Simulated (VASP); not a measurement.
# Ti (P6/mmm) in VASP: notebook

Ti is run at these levels: PBEsol; tasks: single point.

Program: VASP 6.6.1. These are calculated values, not measurements. Logs are shortened: lines on timing, memory, paths and dates and some standing lists are left out, and cuts for length are marked.

### 1 The cell of the first run

The structure is hexagonal, space group P6/mmm (No. 191). The conventional cell has a = 4.434 Å, b = 4.434 Å, c = 2.933 Å, α = 90.00°, β = 90.00°, γ = 120.00°. Ti (site symmetry 6/mmm) has 14 Ti at 2.93 to 2.95 Å within 3.9 Å. Ti (site symmetry -6m2) has 11 Ti at 2.56 to 2.95 Å within 3.4 Å.

This isn't the form of Ti at room conditions, which is hcp.

### 2 Single point, PBEsol

File INCAR:

```
SYSTEM = Ti
ALGO = Fast
EDIFF = 1E-6
ENCUT = 520
GGA = PS
ISIF = 2
ISMEAR = 0
LASPH = .True.
LCHARG = .True.
LELF = .True.
LREAL = .False.
LVHAR = .True.
LWAVE = .False.
NBANDS = 25
NELM = 80
PREC = Accurate
SIGMA = 0.15
```

File KPOINTS:

```
k-points
0
Gamma
  12 12 14
  0 0 0
```

File POSCAR:

```
Ti
1.0
    4.4336000000      0.0000000000      0.0000000000
   -2.2168000000      3.8396102302      0.0000000000
    0.0000000000      0.0000000000      2.9326000000
Ti
3
Direct
    0.0000000000      0.0000000000      0.0000000000
    0.3333333333      0.6666666667      0.5000000000
    0.6666666667      0.3333333333      0.5000000000
```

Potentials or basis: VASP PAW PBE potentials, release 64 (Ti_sv).

Command:

```console
> cat potpaw_PBE.64/Ti_sv/POTCAR > POTCAR
> mpirun -np 1 vasp_std > vasp.out
```

OUTCAR:

```text
SYSTEM = Ti
   EDIFF = 1E-6
   ENCUT = 520
   GGA = PS
   ISIF = 2
   ISMEAR = 0
   LASPH = .True.
   LREAL = .False.
   NELM = 80
   PREC = Accurate

 ion  position               nearest neighbor table
   1  0.000  0.000  0.000-
   2  0.333  0.667  0.500-   3 2.56   3 2.56   3 2.56
   3  0.667  0.333  0.500-   2 2.56   2 2.56   2 2.56

  LATTYP: Found a hexagonal cell.
 ALAT       =     4.4336000000
 C/A-ratio  =     0.6614489354

  Lattice vectors:

 A1 = (   4.4336000000,   0.0000000000,   0.0000000000)
 A2 = (  -2.2168000000,   3.8396102302,   0.0000000000)
 A3 = (   0.0000000000,   0.0000000000,   2.9326000000)

Analysis of symmetry for initial positions (statically):
=====================================================================
 Subroutine PRICEL returns:
 Original cell was already a primitive cell.

 Routine SETGRP: Setting up the symmetry group for a
 hexagonal supercell.

 Subroutine GETGRP returns: Found 24 space group operations
 (whereof 24 operations were pure point group operations)
 out of a pool of 24 trial point group operations.

The static configuration has the point symmetry D_6h.

Analysis of symmetry for dynamics (positions and initial velocities):
=====================================================================
 Subroutine PRICEL returns:
 Original cell was already a primitive cell.

 Routine SETGRP: Setting up the symmetry group for a
 hexagonal supercell.

 Subroutine GETGRP returns: Found 24 space group operations
 (whereof 24 operations were pure point group operations)
 out of a pool of 24 trial point group operations.

The dynamic configuration has the point symmetry D_6h.

 Subroutine INISYM returns: Found 24 space group operations
 (whereof 24 operations are pure point group operations),
 and found     1 'primitive' translations

----------------------------------------------------------------------------------------

                                     Primitive cell

  volume of cell :      49.9225

  direct lattice vectors                    reciprocal lattice vectors
     4.433600000  0.000000000  0.000000000     0.225550343  0.130221551  0.000000000
    -2.216800000  3.839610230  0.000000000     0.000000000  0.260443102  0.000000000
     0.000000000  0.000000000  2.932600000     0.000000000  0.000000000  0.340994339

  length of vectors
     4.433600000  4.433600000  2.932600000     0.260443102  0.260443102  0.340994339

  position of ions in fractional coordinates (direct lattice)
     0.000000000  0.000000000  0.000000000
     0.333333333  0.666666667  0.500000000
     0.666666667  0.333333333  0.500000000

  ion indices of the primitive-cell ions
   primitive index   ion index
                 1           1
                 2           2
                 3           3

----------------------------------------------------------------------------------------

 KPOINTS: k-points

Automatic generation of k-mesh.
 Grid dimensions read from file:
 generate k-points for:   12   12   14

 Generating k-lattice:

  Cartesian coordinates                     Fractional coordinates (reciprocal lattice)
     0.018795862  0.010851796  0.000000000     0.083333333  0.000000000  0.000000000
     0.000000000  0.021703592  0.000000000     0.000000000  0.083333333  0.000000000
     0.000000000  0.000000000  0.024356739     0.000000000  0.000000000  0.071428571

  Length of vectors
     0.021703592  0.021703592  0.024356739

  Shift w.r.t. Gamma in fractional coordinates (k-lattice)
     0.000000000  0.000000000  0.000000000

 Subroutine IBZKPT returns following result:
 ===========================================

 Found    152 irreducible k-points:

 Following reciprocal coordinates:
            Coordinates               Weight
  0.000000  0.000000  0.000000      1.000000
  0.083333 -0.000000  0.000000      6.000000
  0.166667  0.000000  0.000000      6.000000
  0.250000  0.000000  0.000000      6.000000
  0.333333  0.000000  0.000000      6.000000
  0.416667  0.000000  0.000000      6.000000
[... 16 lines left out ...]
  0.250000  0.000000  0.071429     12.000000
  0.333333  0.000000  0.071429     12.000000
 [... further k-points ...]
   k-points           NKPTS =    152   k-points in BZ     NKDIM =    152   number of bands    NBANDS=     25
   number of dos      NEDOS =    301   number of ions     NIONS =      3
   total plane-waves  NPLWV =  31104
   dimension x,y,z NGX =    36 NGY =   36 NGZ =   24
   dimension x,y,z NGXF=    72 NGYF=   72 NGZF=   48
   ions per type =               3
   NGX,Y,Z   is equivalent  to a cutoff of  13.50, 13.50, 13.61 a.u.
   NGXF,Y,Z  is equivalent  to a cutoff of  27.00, 27.00, 27.21 a.u.
 SYSTEM =  Ti
   PREC   = accura    normal or accurate (medium, high low for compatibility)
   ISTART =      0    job   : 0-new  1-cont  2-samecut
   ICHARG =      2    charge: 1-file 2-atom 10-const
   ISPIN  =      1    spin polarized calculation?
   LNONCOLLINEAR =      F non collinear calculations
   LSORBIT =      F    spin-orbit coupling
   LASPH  =      T    aspherical Exc in radial PAW
   ENCUT  =  520.0 eV  38.22 Ry    6.18 a.u.   8.24  8.24  5.45*2*pi/ulx,y,z
   NELM   =     80;   NELMIN=  2; NELMDL= -5     # of ELM steps
   EDIFF  = 0.1E-05   stopping-criterion for ELM
   LREAL  =      F    real-space projection
   EDIFFG = 0.1E-04   stopping-criterion for IOM
   NSW    =      0    number of steps for IOM
   IBRION =     -1    ionic relax: 0-MD 1-quasi-New 2-CG
   NFREE  =      0    steps in history (QN), initial steepest desc. (CG)
   ISIF   =      2    stress and relaxation
   ISYM   =      2    0-nonsym 1-usesym 2-fastsym
   POTIM  = 0.5000    time-step for ionic-motion
   TEBEG  =    0.0;   TEEND  =   0.0 temperature during run
   PSTRESS=    0.0 pullay stress
   NELECT =      36.0000    total number of electrons
   NUPDOWN=      -1.0000    fix difference up-down
   EMIN   =  10.00;   EMAX   =-10.00  energy-range for DOS
   EFERMI =   0.00;   METHOD = LEGACY
   ISMEAR =     0;   SIGMA  =   0.15  broadening in eV -4-tet -1-fermi 0-gaus
   EFERMI_NEDOS =   21; number of points for ismear=-14 and -15
   IALGO  =     68    algorithm
   IMIX   =      4    mixing-type and parameters
     AMIX     =   0.40;   BMIX     =  1.00
     AMIX_MAG =   1.60;   BMIX_MAG =  1.00
  volume/ion in A,a.u.               =      16.64       112.30
  Fermi-wavevector in a.u.,A,eV,Ry     =   1.468059  2.774229 29.323238  2.155197
  Thomas-Fermi vector in A             =   2.583602
   LORBIT       =      0    0 simple, 1 ext, 2 COOP (PROOUT), +10 PAW based schemes
   GGA     = PS    functional components
   LHFCALC =     F    Hartree Fock is set to
   AEXX    =    0.0000 exact exchange contribution
   IVDW    =     0    specifies the selected vdW correction
   LEPSILON=     F    determine dielectric tensor
   LRPA    =     F    only Hartree local field effects (RPA)
 non-spin polarized calculation
 RMM-DIIS sequential band-by-band and
 Gauss-broadening in eV      SIGMA  =   0.15
  energy-cutoff  :      520.00
  volume of cell :       49.92
 maximum number of plane-waves:      1362
 NGX is ok and might be reduce to    36

 number of electron      35.9999997 magnetization

 Free energy of the ion-electron system (eV)
  ---------------------------------------------------
  ext. energy  EPLUGINS =         0.00000000
  ---------------------------------------------------
  free energy    TOTEN  =       -24.99175716 eV

  energy without entropy =      -24.95952920  energy(sigma->0) =      -24.97564318

 E-fermi :   8.5927     XC(G=0): -11.8338

 val. band max:        8.5878049178   @ k =   0.1667   0.0000   0.0000
 cond. band min:       8.5973119323   @ k =   0.3333   0.3333   0.0000
 fundamental gap:      0.0095070145
 Fermi energy:         8.5927484224

 k-point     1 :       0.0000    0.0000    0.0000
  band No.  band energies     occupation
      1     -48.0767      2.00000
      2     -47.7780      2.00000
      3     -47.5442      2.00000
      4     -24.5045      2.00000
      5     -24.5045      2.00000
      6     -24.4223      2.00000
[... 17 lines left out ...]
     24      10.1461      0.00000
     25      10.1534      0.00000

 k-point     2 :       0.0833   -0.0000    0.0000
  band No.  band energies     occupation
      1     -48.0754      2.00000
      2     -47.7756      2.00000
      3     -47.5481      2.00000
      4     -24.5398      2.00000
      5     -24.5335      2.00000
      6     -24.3874      2.00000
[... 17 lines left out ...]
     24      10.0325      0.00000
     25      10.4320      0.00000

 k-point     3 :       0.1667    0.0000    0.0000
  band No.  band energies     occupation
      1     -48.0719      2.00000
      2     -47.7682      2.00000
      3     -47.5595      2.00000
      4     -24.5947      2.00000
      5     -24.5620      2.00000
      6     -24.3338      2.00000
[... 17 lines left out ...]
     24      10.2432      0.00000
     25      10.7275      0.00000

 k-point     4 :       0.2500    0.0000    0.0000
  band No.  band energies     occupation
      1     -48.0673      2.00000
      2     -47.7560      2.00000
      3     -47.5770      2.00000
      4     -24.6447      2.00000
      5     -24.5646      2.00000
      6     -24.2856      2.00000
[... 17 lines left out ...]
     24      10.5297      0.00000
     25      11.0576      0.00000
[... 477 lines left out ...]
 k-point    22 :       0.1667    0.0000    0.0714
  band No.  band energies     occupation
      1     -48.0694      2.00000
      2     -47.7670      2.00000
      3     -47.5577      2.00000
      4     -24.5887      2.00000
      5     -24.5574      2.00000
      6     -24.3339      2.00000
[... 17 lines left out ...]
     24      10.2176      0.00000
     25      10.8565      0.00000

 k-point    23 :       0.2500    0.0000    0.0714
  band No.  band energies     occupation
      1     -48.0650      2.00000
      2     -47.7545      2.00000
      3     -47.5753      2.00000
      4     -24.6378      2.00000
      5     -24.5608      2.00000
      6     -24.2873      2.00000
[... 17 lines left out ...]
     24      10.4932      0.00000
     25      11.1936      0.00000

 k-point    24 :       0.3333    0.0000    0.0714
  band No.  band energies     occupation
      1     -48.0608      2.00000
      2     -47.7380      2.00000
      3     -47.5966      2.00000
      4     -24.6761      2.00000
      5     -24.5384      2.00000
      6     -24.2516      2.00000
[... 17 lines left out ...]
     24      10.8189      0.00000
     25      11.0626      0.00000

 [... further k-points ...]
[... 5 lines left out ...]
  --------------------------------------------------------------------------------------
  -------------------------------------------------------------------------------------
  Total        0.6864117      0.6864117     -2.8814015      0.0000000      0.0000000      0.0000000
  in kB       22.0292033     22.0292033    -92.4736235      0.0000000      0.0000000      0.0000000
  external PRESSURE =     -16.1384057 kB  Pullay stress =       0.0000000 kB

 VOLUME and BASIS-vectors are now :
 -----------------------------------------------------------------------------
  energy-cutoff  :      520.00
  volume of cell :       49.92
      direct lattice vectors                 reciprocal lattice vectors
     4.433600000  0.000000000  0.000000000     0.225550343  0.130221551  0.000000000
    -2.216800000  3.839610230  0.000000000     0.000000000  0.260443102  0.000000000
     0.000000000  0.000000000  2.932600000     0.000000000  0.000000000  0.340994339

 POSITION                                       TOTAL-FORCE (eV/Angst)
 -----------------------------------------------------------------------------------
      0.00000      0.00000      0.00000        -0.000000      0.000000      0.000000
     -0.00000      2.55974      1.46630         0.000000     -0.000000      0.000000
      2.21680      1.27987      1.46630        -0.000000      0.000000      0.000000
 -----------------------------------------------------------------------------------
    total drift:                                0.000000      0.000000     -0.000000

  FREE ENERGIE OF THE ION-ELECTRON SYSTEM (eV)
  ---------------------------------------------------
  free  energy   TOTEN  =       -24.9917571599 eV

  energy  without entropy=      -24.9595292014  energy(sigma->0) =      -24.97564318
```

Run time: 6.6 min. Hardware: 1 thread of Intel Xeon Platinum 8488C (Sapphire Rapids), shared host; peak memory 0.27 GiB.

What came out:

```
Free energy            : -24.9918 eV
Pressure               : -1.6 GPa
Band gap on the k mesh : zero (bands 18 and 19 overlap by 0.52 eV)
```

Caveat: the PAW data sets were made with another functional, which shifts forces and pressure a little.

### 3 Single point, PBEsol

This run uses another cell than the first one, of the same volume but with other edges.

File INCAR:

```
SYSTEM = Ti
  PREC = Accurate
  ENCUT = 520
  EDIFF = 1E-6
  ISMEAR = 0
  SIGMA = 0.15
  LREAL = .FALSE.
  LASPH = .TRUE.
  NELM = 80
  ALGO = Fast
  ISIF = 2
  LWAVE = .FALSE.
  LCHARG = .FALSE.
  GGA = PS
  NBANDS = 25
```

File KPOINTS:

```
Automatic mesh
0
G
  12 12 14
  0 0 0
```

File POSCAR:

```
Ti
1.0
    4.5149169756      0.0000000000      0.0000000000
   -2.2574584878      3.9100327969      0.0000000000
    0.0000000000      0.0000000000      2.8263000000
Ti
3
Direct
    0.0000000000      0.0000000000      0.0000000000
    0.3333333333      0.6666666667      0.5000000000
    0.6666666667      0.3333333333      0.5000000000
```

Potentials or basis: VASP PAW PBE potentials, release 64 (Ti_sv).

Command:

```console
> cat potpaw_PBE.64/Ti_sv/POTCAR > POTCAR
> mpirun -np 1 vasp_std > vasp.out
```

It took 6.9 min on 1 thread of Intel Xeon Platinum 8488C (Sapphire Rapids), shared host; peak memory 0.27 GiB.

Results (log left out):

| Property | Result |
| --- | --- |
| Free energy | -25.0696 eV |
| Pressure | -1.5 GPa |
| Band gap on the k mesh | zero (bands 18 and 19 overlap by 0.36 eV) |

Stress tensor (GPa, compression positive):
```
-0.87  0.00  0.00
 0.00 -0.87  0.00
 0.00  0.00 -2.71
```

Levels at points of the mesh, in eV from the Fermi level:
```tsv
k point	band 16	band 17	band 18	band 19	band 20	band 21
(0.00, 0.00, 0.00)	-0.70	-0.60	-0.60	0.03	0.76	1.34
(0.50, 0.00, 0.00)	-0.44	-0.39	-0.35	0.07	0.60	0.96
(0.00, 0.00, 0.50)	-1.78	-1.68	-1.68	1.12	1.12	1.27
(0.50, 0.00, 0.50)	-1.22	-0.71	-0.69	0.36	0.81	0.98
```

Caveat: the PAW data sets were made with another functional, which shifts forces and pressure a little.

### 4 Single point, PBEsol

This run uses another cell than the first one, of 15.08 Å³/atom.

File INCAR:

```
SYSTEM = Ti
ALGO     = Fast           ! electronic algorithm
EDIFF    = 1E-6           ! SCF threshold, eV
ENCUT    = 520            ! plane-wave cutoff, eV
GGA      = PS             ! functional
ISIF     = 2              ! what is computed and relaxed
ISMEAR   = 0              ! smearing method
LASPH    = .TRUE.         ! aspherical terms in the spheres
LCHARG   = .FALSE.        ! write CHGCAR
LREAL    = .FALSE.        ! projectors in reciprocal space
LWAVE    = .FALSE.        ! write WAVECAR
NBANDS   = 25             ! bands
NELM     = 80             ! most SCF steps
PREC     = Accurate       ! precision mode
SIGMA    = 0.15           ! smearing width, eV
```

File KPOINTS:

```
k-points
0
G
  12 12 14
  0 0 0
```

File POSCAR:

```
Ti
1.0
    4.4336000000      0.0000000000      0.0000000000
   -2.2168000000      3.8396102302      0.0000000000
    0.0000000000      0.0000000000      2.6584000000
Ti
3
Direct
    0.0000000000      0.0000000000      0.0000000000
    0.3333333333      0.6666666667      0.5000000000
    0.6666666667      0.3333333333      0.5000000000
```

Command:

```console
> cat potpaw_PBE.64/Ti_sv/POTCAR > POTCAR
> mpirun -np 1 vasp_std > vasp.out
```

Wall time 9.6 min (1 thread of Intel Xeon Platinum 8259CL at 2.50GHz (Skylake/Cascade Lake), shared host); peak memory 0.25 GiB.

The run converged. Its results:

```
Free energy            : -24.9017 eV
Pressure               : 12.0 GPa
Band gap on the k mesh : zero (bands 18 and 19 overlap by 0.30 eV)
```

Stress tensor (GPa, compression positive):
```
 9.15  0.00  0.00
 0.00  9.15  0.00
 0.00  0.00 17.66
```

Levels at points of the mesh, in eV from the Fermi level:
```csv
k point,band 16,band 17,band 18,band 19,band 20,band 21
"(0.00, 0.00, 0.00)",-0.72,-0.63,-0.63,-0.14,0.59,1.46
"(0.50, 0.00, 0.00)",-0.58,-0.51,-0.48,-0.03,0.47,1.46
"(0.00, 0.00, 0.50)",-1.87,-1.87,-1.43,1.06,1.06,1.55
"(0.50, 0.00, 0.50)",-1.38,-0.63,-0.53,0.34,1.03,1.32
```

Caveat: the cell stands under pressure; the PAW data sets were made with another functional, which shifts forces and pressure a little.

### 5 Overview

| cell | gap on the mesh (eV) | pressure (GPa) |
| --- | --- | --- |
| a = 4.434, b = 4.434, c = 2.933 Å, angles 90.0, 90.0, 120.0°, 3 atoms | none | -1.6 |
| a = 4.515, b = 4.515, c = 2.826 Å, angles 90.0, 90.0, 120.0°, 3 atoms | none | -1.5 |
| a = 4.434, b = 4.434, c = 2.658 Å, angles 90.0, 90.0, 120.0°, 3 atoms | none | 12.0 |

Alike in all rows: task single point; level PBEsol; potentials or basis VASP PAW PBE potentials, release 64 (Ti_sv); no spin polarisation; k mesh 12 × 12 × 14; cutoff (eV) 520; smearing gaussian 0.15 eV.

Caveats: the PAW data sets were made with another functional, which shifts forces and pressure a little; the cell stands under pressure (at least some runs).

Total energies depend on the potentials used, so only differences within one code and one set of settings carry meaning.
